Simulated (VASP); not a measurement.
# Sb (P6_3/mmc) in VASP: a series of runs, part 2 of 2

VASP 6.6.1. The steps go on from the part before.

### 3 Single point, PBEsol (22.96 Å³/atom)

This run uses another cell than the first one, of 22.96 Å³/atom.

INCAR reads:

```
SYSTEM = Sb
PREC     = Accurate       ! precision mode
ENCUT    = 520            ! plane-wave cutoff, eV
EDIFF    = 1E-7           ! SCF threshold, eV
ISMEAR   = -1             ! smearing method
SIGMA    = 0.1            ! smearing width, eV
LREAL    = .FALSE.        ! projectors in reciprocal space
LASPH    = .TRUE.         ! aspherical terms in the spheres
NELM     = 80             ! most SCF steps
ALGO     = Normal         ! electronic algorithm
ISIF     = 2              ! what is computed and relaxed
LWAVE    = .FALSE.        ! write WAVECAR
LCHARG   = .FALSE.        ! write CHGCAR
GGA      = PS             ! functional
NBANDS   = 12             ! bands
```

KPOINTS reads:

```
regular mesh
0
G
  12 12 7
  0 0 0
```

POSCAR reads:

```
Sb
1.0
    3.1768319864      0.0000000000      0.0000000000
   -1.5884159932      2.7512172038      0.0000000000
    0.0000000000      0.0000000000      5.2530914360
Sb
2
Direct
    0.3333333333      0.6666666667      0.2500000000
    0.6666666667      0.3333333333      0.7500000000
```

Potentials or basis: VASP PAW PBE potentials, release 64 (Sb).

On the command line:

```bash
$ cat potpaw_PBE.64/Sb/POTCAR > POTCAR
$ mpirun -np 1 vasp_std > vasp.out
```

OUTCAR:

```text
SYSTEM = Sb
   PREC = Accurate
   ENCUT = 520
   EDIFF = 1E-7
   ISMEAR = -1
   LREAL = .FALSE.
   LASPH = .TRUE.
   NELM = 80
   ISIF = 2
   GGA = PS

 ion  position               nearest neighbor table
   1  0.333  0.667  0.250-   2 3.20   2 3.20   2 3.20   2 3.20   2 3.20   2 3.20
   2  0.667  0.333  0.750-   1 3.20   1 3.20   1 3.20   1 3.20   1 3.20   1 3.20

  LATTYP: Found a hexagonal cell.
 ALAT       =     3.1768319864
 C/A-ratio  =     1.6535628760

  Lattice vectors:

 A1 = (   3.1768319864,   0.0000000000,   0.0000000000)
 A2 = (  -1.5884159932,   2.7512172038,   0.0000000000)
 A3 = (   0.0000000000,   0.0000000000,   5.2530914360)

Analysis of symmetry for initial positions (statically):
=====================================================================
 Subroutine PRICEL returns:
 Original cell was already a primitive cell.

 Routine SETGRP: Setting up the symmetry group for a
 hexagonal supercell.

 Subroutine GETGRP returns: Found 24 space group operations
 (whereof 12 operations were pure point group operations)
 out of a pool of 24 trial point group operations.

The static configuration has the point symmetry D_3d.
[... 177 lines left out ...]
      6      17.0561      0.00000
      7      17.0561      0.00000
      8      17.0571      0.00000
      9      19.2601      0.00000
     10      19.7854      0.00000
     11      21.4104      0.00000
     12      21.4104      0.00000
[... 331 lines left out ...]
 k-point    24 :       0.3333    0.0000    0.1429
  band No.  band energies     occupation
      1      -1.3143      2.00000
      2       2.2631      2.00000
      3       6.0350      2.00000
      4       7.1623      2.00000
      5       9.7090      1.99983
      6      11.8708      0.00001
      7      13.4407      0.00000
      8      15.2816      0.00000
      9      15.8593      0.00000
     10      18.2678      0.00000
     11      19.5328      0.00000
     12      21.1253      0.00000

 [... further k-points ...]

------------------------ aborting loop because EDIFF is reached ----------------------------------------

  FORCE on cell =-STRESS in cart. coord.  units (eV):
  Direction    XX          YY          ZZ          XY          YZ          ZX
  --------------------------------------------------------------------------------------
  -------------------------------------------------------------------------------------
  Total        3.7242138      3.7242138      2.8440178      0.0000000      0.0000000      0.0000000
  in kB      129.9604184    129.9604184     99.2450397      0.0000000      0.0000000      0.0000000
  external PRESSURE =     119.7219588 kB  Pullay stress =       0.0000000 kB

 VOLUME and BASIS-vectors are now :
 -----------------------------------------------------------------------------
  energy-cutoff  :      520.00
  volume of cell :       45.91
      direct lattice vectors                 reciprocal lattice vectors
     3.176831986  0.000000000  0.000000000     0.314779001  0.181737741  0.000000000
    -1.588415993  2.751217204  0.000000000     0.000000000  0.363475482  0.000000000
     0.000000000  0.000000000  5.253091436     0.000000000  0.000000000  0.190364096

 POSITION                                       TOTAL-FORCE (eV/Angst)
 -----------------------------------------------------------------------------------
     -0.00000      1.83414      1.31327        -0.000000      0.000000      0.000000
      1.58842      0.91707      3.93982         0.000000     -0.000000      0.000000
 -----------------------------------------------------------------------------------
    total drift:                                0.000000     -0.000000      0.000000

  FREE ENERGIE OF THE ION-ELECTRON SYSTEM (eV)
  ---------------------------------------------------
  free  energy   TOTEN  =        -8.4755166461 eV

  energy  without entropy=       -8.4368354921  energy(sigma->0) =       -8.45617607
```

OSZICAR:

```text
N       E                     dE             d eps       ncg     rms          rms(c)
DAV:   1     0.343703378798E+02    0.34370E+02   -0.36262E+03  1824   0.671E+02
DAV:   2    -0.677684283332E+01   -0.41147E+02   -0.39952E+02  2460   0.112E+02
DAV:   3    -0.847786226674E+01   -0.17010E+01   -0.16831E+01  2284   0.252E+01
DAV:   4    -0.849050909889E+01   -0.12647E-01   -0.12645E-01  2120   0.264E+00
DAV:   5    -0.849063589865E+01   -0.12680E-03   -0.12680E-03  2180   0.289E-01    0.317E+00
DAV:   6    -0.848118035011E+01    0.94555E-02   -0.16501E-03  2108   0.198E-01    0.186E+00
DAV:   7    -0.847553127463E+01    0.56491E-02   -0.35960E-03  2016   0.290E-01    0.289E-02
DAV:   8    -0.847551793391E+01    0.13341E-04   -0.65818E-05  2200   0.563E-02    0.120E-02
DAV:   9    -0.847551670415E+01    0.12298E-05   -0.19188E-06  2128   0.934E-03    0.248E-03
DAV:  10    -0.847551664610E+01    0.58048E-07   -0.99564E-08  1488   0.181E-03
   1 F= -.84755166E+01 E0= -.84561761E+01  d E =-.386812E-01
```

Wall time 14 s (1 thread of AMD EPYC 9R45 (Zen 5), shared host); peak memory 0.15 GiB.

What came out:

| Property | Result |
| --- | --- |
| Free energy | -8.4755 eV |
| Pressure | 12.0 GPa |
| Band gap on the k mesh | zero (bands 5 and 6 overlap by 8.83 eV) |

Caveat: the cell stands under pressure; the PAW data sets were made with another functional, which shifts forces and pressure a little; spin-orbit coupling is left out, which moves the levels of the heavy elements.

### 4 Single point, PBEsol (24.00 Å³/atom)

This run uses another cell than the first one, of 24.00 Å³/atom.

INCAR reads:

```
SYSTEM = Sb
PREC = Accurate
ENCUT = 520
EDIFF = 1E-6
ISMEAR = -1
SIGMA = 0.1
LREAL = .False.
LASPH = .True.
NELM = 100
ALGO = Normal
ISIF = 2
LWAVE = .False.
LCHARG = .True.
GGA = PS
LELF = .True.
LVHAR = .True.
NBANDS = 12
```

KPOINTS reads:

```
regular mesh
0
Gamma
  12 12 7
  0 0 0
```

POSCAR reads:

```
Sb
1.0
    3.2242543806      0.0000000000      0.0000000000
   -1.6121271903      2.7922862019      0.0000000000
    0.0000000000      0.0000000000      5.3315073467
Sb
2
Direct
    0.3333333333      0.6666666667      0.2500000000
    0.6666666667      0.3333333333      0.7500000000
```

On the command line:

```bash
$ cat potpaw_PBE.64/Sb/POTCAR > POTCAR
$ mpirun -np 1 vasp_std > vasp.out
```

Wall time 14 s (1 thread of AMD EPYC 9R45 (Zen 5), shared host); peak memory 0.15 GiB.

The run converged. Its results:

- Free energy: -8.5986 eV
- Pressure: 7.1 GPa
- Band gap on the k mesh: zero (bands 5 and 6 overlap by 8.36 eV)

Stress tensor (GPa, compression positive):
```
7.87 0.00 0.00
0.00 7.87 0.00
0.00 0.00 5.61
```

Levels at points of the mesh, in eV from the Fermi level:
```
           k point  band 3  band 4  band 5  band 6  band 7  band 8
(0.00, 0.00, 0.00)   -6.66    4.27    4.27    6.05    6.08    6.08
(0.50, 0.00, 0.00)   -4.63   -3.51   -2.63   -0.38    0.48    4.18
```

Caveat: the cell stands under pressure; the PAW data sets were made with another functional, which shifts forces and pressure a little; spin-orbit coupling is left out, which moves the levels of the heavy elements.

### 5 Single point, PBEsol (25.04 Å³/atom)

This run uses another cell than the first one, of 25.04 Å³/atom.

INCAR reads:

```
  PREC = Accurate
  ENCUT = 520
  EDIFF = 1E-6
  ISMEAR = -1
  SIGMA = 0.1
  LREAL = False
  LASPH = True
  NELM = 60
  ALGO = Normal
  ISIF = 2
  LWAVE = False
  LCHARG = False
  GGA = PS
  NBANDS = 12
```

KPOINTS reads:

```
Automatic mesh
0
Gamma
  12 12 7
```

POSCAR reads:

```
Sb
1.0
    3.2703213814      0.0000000000      0.0000000000
   -1.6351606907      2.8321813948      0.0000000000
    0.0000000000      0.0000000000      5.4076820290
Sb
2
Direct
    0.3333333333      0.6666666667      0.2500000000
    0.6666666667      0.3333333333      0.7500000000
```

On the command line:

```bash
$ cat potpaw_PBE.64/Sb/POTCAR > POTCAR
$ mpirun -np 1 vasp_std > vasp.out
```

Run time: 12 s. Hardware: 1 thread of AMD EPYC 9R45 (Zen 5), shared host; peak memory 0.15 GiB.

Results (log left out):

| Quantity | Value |
| --- | --- |
| Free energy | -8.6656 eV |
| Pressure | 3.3 GPa |
| Band gap on the k mesh | zero (bands 5 and 6 overlap by 7.93 eV) |

Stress tensor (GPa, compression positive):
```
3.83 0.00 0.00
0.00 3.83 0.00
0.00 0.00 2.23
```

Levels at points of the mesh, in eV from the Fermi level:
| k point | band 1 | band 2 | band 3 | band 4 | band 5 | band 6 | band 7 | band 8 | band 9 | band 10 |
| --- | --- | --- | --- | --- | --- | --- | --- | --- | --- | --- |
| (0.00, 0.00, 0.00) | -13.55 | -9.50 | -6.36 | 4.05 | 4.05 | 5.73 | 5.78 | 5.78 | 8.20 | 9.06 |
| (0.50, 0.00, 0.00) | -9.58 | -8.25 | -4.57 | -3.39 | -2.49 | -0.29 | 0.47 | 3.96 | 4.52 | 7.68 |

Caveat: the cell stands under pressure; the PAW data sets were made with another functional, which shifts forces and pressure a little; spin-orbit coupling is left out, which moves the levels of the heavy elements.

### 6 Summary

| cell | k mesh | gap on the mesh (eV) | pressure (GPa) |
| --- | --- | --- | --- |
| a = 3.315, b = 3.315, c = 5.482 Å, angles 90.0, 90.0, 120.0°, 2 atoms | 11 × 11 × 6 | none | 0.0 |
| a = 3.177, b = 3.177, c = 5.253 Å, angles 90.0, 90.0, 120.0°, 2 atoms | 12 × 12 × 7 | none | 12.0 |
| a = 3.224, b = 3.224, c = 5.332 Å, angles 90.0, 90.0, 120.0°, 2 atoms | 12 × 12 × 7 | none | 7.1 |
| a = 3.270, b = 3.270, c = 5.408 Å, angles 90.0, 90.0, 120.0°, 2 atoms | 12 × 12 × 7 | none | 3.3 |

Alike in all rows: task single point; level PBEsol; potentials or basis VASP PAW PBE potentials, release 64 (Sb); no spin polarisation; cutoff (eV) 520; smearing fermi-dirac 0.1 eV.

Caveats: the PAW data sets were made with another functional, which shifts forces and pressure a little; spin-orbit coupling is left out, which moves the levels of the heavy elements; the cell stands under pressure (at least some runs).

Absolute energies hang on the potentials; compare differences alone.
